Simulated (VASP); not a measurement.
# ZnGa4 (P1) in VASP: single point with PBE

Aim: the single point of ZnGa4 with PBE.

Everything below comes from runs of VASP 6.6.1. Logs are shortened: lines on timing, memory, paths and dates and some standing lists are left out, and cuts for length are marked.

## 1. The cell of the first run

The typed cell holds 10 atoms: a = 5.552 Å, b = 6.474 Å, c = 5.441 Å, α = 90.00°, β = 109.05°, γ = 90.00°.

## 2. Single point, PBE

INCAR

```
SYSTEM = ZnGa4
  PREC = Accurate
  ENCUT = 520
  EDIFF = 1E-7
  ISMEAR = 1
  SIGMA = 0.15
  LREAL = .False.
  LASPH = .True.
  NELM = 80
  ALGO = Normal
  ISIF = 2
  LWAVE = .False.
  LCHARG = .False.
  GGA = PE
  NBANDS = 75
```

KPOINTS

```
regular mesh
0
Gamma
  3 3 3
  0 0 0
```

POSCAR

```
ZnGa4
1.0
    5.5523880000      0.0000000000      0.0000000000
    0.0000000000      6.4738360000      0.0000000000
   -1.7758860000      0.0000000000      5.1429570000
Zn Ga
2 8
Direct
    0.4980689482      0.3427908894      0.2488679178
    0.5035819049      0.6599085921      0.7628457714
    0.2709343324      0.6112527410      0.0027915847
    0.7315141058      0.6099757547      0.4965291368
    0.7315281626      0.3900719759      0.9950166801
    0.2738811497      0.3923987262      0.5077028643
    0.2379839613      0.1328708358      0.0157111949
    0.7564860414      0.1349714451      0.4765976072
    0.7649575270      0.8652519156      0.9815646913
    0.2357627666      0.8621732154      0.5183949623
```

Potentials or basis: VASP PAW PBE potentials, release 64 (Zn, Ga_d).

Run with:

```bash
$ cat potpaw_PBE.64/Zn/POTCAR potpaw_PBE.64/Ga_d/POTCAR > POTCAR
$ mpirun -np 1 vasp_std > vasp.out
```

OUTCAR:

```text
SYSTEM = ZnGa4
   PREC = Accurate
   ENCUT = 520
   EDIFF = 1E-7
   ISMEAR = 1
   LREAL = .False.
   LASPH = .True.
   NELM = 80
   ISIF = 2
   GGA = PE

 ion  position               nearest neighbor table
   1  0.498  0.343  0.249-   8 2.06   7 2.08   6 2.19   5 2.20   3 2.30   4 2.31
   2  0.504  0.660  0.763-   9 2.04  10 2.10   3 2.14   4 2.24   5 2.28   6 2.32
   3  0.271  0.611  0.003-   2 2.14   1 2.30
   4  0.732  0.610  0.497-   2 2.24   1 2.31
   5  0.732  0.390  0.995-   1 2.20   2 2.28
   6  0.274  0.392  0.508-   1 2.19   2 2.32
   7  0.238  0.133  0.016-   1 2.08
   8  0.756  0.135  0.477-   1 2.06
   9  0.765  0.865  0.982-   2 2.04
  10  0.236  0.862  0.518-   2 2.10

  LATTYP: Found a simple monoclinic cell.
 ALAT       =     5.4409353781
 B/A-ratio  =     1.1898387961
 C/A-ratio  =     1.0204840922
 COS(beta)  =    -0.3263935108

  Lattice vectors:

 A1 = (  -1.7758860000,   0.0000000000,   5.1429570000)
 A2 = (   0.0000000000,  -6.4738360000,   0.0000000000)
 A3 = (   5.5523880000,   0.0000000000,   0.0000000000)

Analysis of symmetry for initial positions (statically):
=====================================================================
 Subroutine PRICEL returns:
 Original cell was already a primitive cell.

 Routine SETGRP: Setting up the symmetry group for a
 simple monoclinic supercell.

 Subroutine GETGRP returns: Found  1 space group operations
 (whereof  1 operations were pure point group operations)
 out of a pool of  4 trial point group operations.

The static configuration has the point symmetry C_1 .

Analysis of symmetry for dynamics (positions and initial velocities):
=====================================================================
 Subroutine PRICEL returns:
 Original cell was already a primitive cell.

 Routine SETGRP: Setting up the symmetry group for a
 simple monoclinic supercell.

 Subroutine GETGRP returns: Found  1 space group operations
 (whereof  1 operations were pure point group operations)
 out of a pool of  4 trial point group operations.

The dynamic configuration has the point symmetry C_1 .

 Subroutine INISYM returns: Found  1 space group operations
[... 103 lines left out ...]
   LREAL  =      F    real-space projection
   EDIFFG = 0.1E-05   stopping-criterion for IOM
   NSW    =      0    number of steps for IOM
   IBRION =     -1    ionic relax: 0-MD 1-quasi-New 2-CG
   NFREE  =      0    steps in history (QN), initial steepest desc. (CG)
   ISIF   =      2    stress and relaxation
   ISYM   =      2    0-nonsym 1-usesym 2-fastsym
   POTIM  = 0.5000    time-step for ionic-motion
   TEBEG  =    0.0;   TEEND  =   0.0 temperature during run
   PSTRESS=    0.0 pullay stress
   NELECT =     128.0000    total number of electrons
   NUPDOWN=      -1.0000    fix difference up-down
   EMIN   =  10.00;   EMAX   =-10.00  energy-range for DOS
   EFERMI =   0.00;   METHOD = LEGACY
   ISMEAR =     1;   SIGMA  =   0.15  broadening in eV -4-tet -1-fermi 0-gaus
   EFERMI_NEDOS =   21; number of points for ismear=-14 and -15
   IALGO  =     38    algorithm
   IMIX   =      4    mixing-type and parameters
     AMIX     =   0.40;   BMIX     =  1.00
     AMIX_MAG =   1.60;   BMIX_MAG =  1.00
  volume/ion in A,a.u.               =      18.49       124.75
  Fermi-wavevector in a.u.,A,eV,Ry     =   1.448305  2.736900 28.539408  2.097587
  Thomas-Fermi vector in A             =   2.566161
   LORBIT       =      0    0 simple, 1 ext, 2 COOP (PROOUT), +10 PAW based schemes
   GGA     = PE    functional components
   LHFCALC =     F    Hartree Fock is set to
   AEXX    =    0.0000 exact exchange contribution
   IVDW    =     0    specifies the selected vdW correction
   LEPSILON=     F    determine dielectric tensor
   LRPA    =     F    only Hartree local field effects (RPA)
 non-spin polarized calculation
 Methfessel and Paxton  Order N= 1 SIGMA  =   0.15
  energy-cutoff  :      520.00
  volume of cell :      184.86
 maximum number of plane-waves:      5000
 NGX is ok and might be reduce to    42
   NGX = 21   NGY = 25   NGZ = 21

 number of electron     127.9999989 magnetization

 Free energy of the ion-electron system (eV)
  ---------------------------------------------------
  ext. energy  EPLUGINS =         0.00000000
  ---------------------------------------------------
  free energy    TOTEN  =       -17.08596643 eV

  energy without entropy =      -17.08433509  energy(sigma->0) =      -17.08542265

 E-fermi :   4.8696     XC(G=0): -10.8229

 val. band max:        4.8503909362   @ k =   0.3333   0.3333   0.3333
 cond. band min:       4.9161308988   @ k =   0.0000   0.0000   0.3333
 fundamental gap:      0.0657399626
 Fermi energy:         4.8695661985

 k-point     1 :       0.0000    0.0000    0.0000
  band No.  band energies     occupation
      1     -10.4834      2.00000
      2     -10.4535      2.00000
      3     -10.3781      2.00000
      4     -10.3710      2.00000
      5     -10.3468      2.00000
      6     -10.3215      2.00000
[... 1081 lines left out ...]
     74       9.4527      0.00000
     75       9.4851      0.00000

------------------------ aborting loop because EDIFF is reached ----------------------------------------

  FORCE on cell =-STRESS in cart. coord.  units (eV):
  Direction    XX          YY          ZZ          XY          YZ          ZX
  --------------------------------------------------------------------------------------
  -------------------------------------------------------------------------------------
  Total       29.5209047     22.4887444     26.0243944      0.5238033     -0.0891749     -0.5066236
  in kB      255.8502533    194.9042899    225.5468785      4.5396717     -0.7728563     -4.3907797
  external PRESSURE =     225.4338072 kB  Pullay stress =       0.0000000 kB

 VOLUME and BASIS-vectors are now :
 -----------------------------------------------------------------------------
  energy-cutoff  :      520.00
  volume of cell :      184.86
      direct lattice vectors                 reciprocal lattice vectors
     5.552388000  0.000000000  0.000000000     0.180102687  0.000000000  0.062190262
     0.000000000  6.473836000  0.000000000     0.000000000  0.154467923  0.000000000
    -1.775886000  0.000000000  5.142957000     0.000000000  0.000000000  0.194440669

 POSITION                                       TOTAL-FORCE (eV/Angst)
 -----------------------------------------------------------------------------------
      2.32351      2.21917      1.27992        -0.175086      2.430198     -0.338152
      1.44136      4.27214      3.92328         0.235339     -2.242028     -1.194230
      1.49937      3.95715      0.01436        -4.137882      0.951143      1.186053
      3.17987      3.94888      2.55363         3.040671      1.107601     -0.517124
      2.29469      2.52526      5.11733         3.499096     -1.290727     -0.637797
      0.61907      2.54033      2.61109        -3.431479     -0.970099      0.855853
      1.29348      0.86018      0.08080        -2.762770     -3.176167     -3.027206
      3.35392      0.87378      2.45112         3.003657     -3.531616      3.268934
      2.50419      5.60150      5.04815         3.355981      3.785580      3.388362
      0.38844      5.58157      2.66608        -2.627529      2.936115     -2.984692
 -----------------------------------------------------------------------------------
    total drift:                               -0.001464      0.002332     -0.000898

  FREE ENERGIE OF THE ION-ELECTRON SYSTEM (eV)
  ---------------------------------------------------
  free  energy   TOTEN  =       -17.0859664346 eV

  energy  without entropy=      -17.0843350934  energy(sigma->0) =      -17.08542265
```

OSZICAR:

```text
N       E                     dE             d eps       ncg     rms          rms(c)
DAV:   1     0.129431340674E+04    0.12943E+04   -0.58321E+04  2143   0.320E+03
DAV:   2     0.232056411689E+03   -0.10623E+04   -0.10342E+04  2100   0.785E+02
DAV:   3    -0.893533488601E+00   -0.23295E+03   -0.22285E+03  2377   0.249E+02
DAV:   4    -0.174244260837E+02   -0.16531E+02   -0.16005E+02  2280   0.673E+01
DAV:   5    -0.180708215742E+02   -0.64640E+00   -0.63857E+00  2578   0.140E+01    0.115E+01
DAV:   6    -0.172079664183E+02    0.86286E+00   -0.28935E+00  2440   0.251E+01    0.757E+00
DAV:   7    -0.171020701910E+02    0.10590E+00   -0.11473E+00  2336   0.116E+01    0.206E+00
DAV:   8    -0.170876688457E+02    0.14401E-01   -0.28479E-01  2280   0.645E+00    0.802E-01
DAV:   9    -0.170845721630E+02    0.30967E-02   -0.60331E-02  2424   0.304E+00    0.141E-01
DAV:  10    -0.170855801616E+02   -0.10080E-02   -0.19517E-02  2256   0.277E+00    0.863E-02
DAV:  11    -0.170859007246E+02   -0.32056E-03   -0.45642E-03  3032   0.670E-01    0.615E-02
DAV:  12    -0.170859520362E+02   -0.51312E-04   -0.73024E-04  2640   0.227E-01    0.300E-02
DAV:  13    -0.170859618938E+02   -0.98576E-05   -0.91615E-05  2360   0.197E-01    0.124E-02
DAV:  14    -0.170859637651E+02   -0.18713E-05   -0.39852E-05  2288   0.700E-02    0.611E-03
DAV:  15    -0.170859662785E+02   -0.25134E-05   -0.16655E-05  2296   0.567E-02    0.202E-03
DAV:  16    -0.170859665648E+02   -0.28635E-06   -0.55371E-06  2336   0.293E-02    0.177E-03
DAV:  17    -0.170859664041E+02    0.16068E-06   -0.77495E-07  2016   0.227E-02    0.500E-04
DAV:  18    -0.170859664346E+02   -0.30490E-07   -0.81038E-07  1936   0.691E-03
   1 F= -.17085966E+02 E0= -.17085423E+02  d E =-.163134E-02
```

Run time: 3.8 min. Hardware: 1 thread of Intel Xeon Platinum 8259CL at 2.50GHz (Skylake/Cascade Lake), shared host; peak memory 0.35 GiB.

Results:

```
Free energy            : -17.0860 eV
Pressure               : 22.5 GPa
Largest force          : 6.089 eV/Å
Band gap on the k mesh : zero (bands 64 and 65 overlap by 1.12 eV)
```

Forces on the atoms (eV/Å):
```
Zn  -0.175  2.430 -0.338
Zn   0.235 -2.242 -1.194
Ga  -4.138  0.951  1.186
Ga   3.041  1.108 -0.517
Ga   3.499 -1.291 -0.638
Ga  -3.431 -0.970  0.856
Ga  -2.763 -3.176 -3.027
Ga   3.004 -3.532  3.269
Ga   3.356  3.786  3.388
Ga  -2.628  2.936 -2.985
```

Levels at points of the mesh, in eV from the Fermi level:
```csv
k point,band 62,band 63,band 64,band 65,band 66,band 67
"(0.00, 0.00, 0.00)",-1.42,-1.30,-1.00,-0.95,0.06,0.35
```

Caveat: the k points lie up to 0.41 Å⁻¹ apart, too coarse for converged energies and pressures of a metal; forces of over 1 eV/Å act on the atoms, so gaps and moduli don't describe the material at rest.
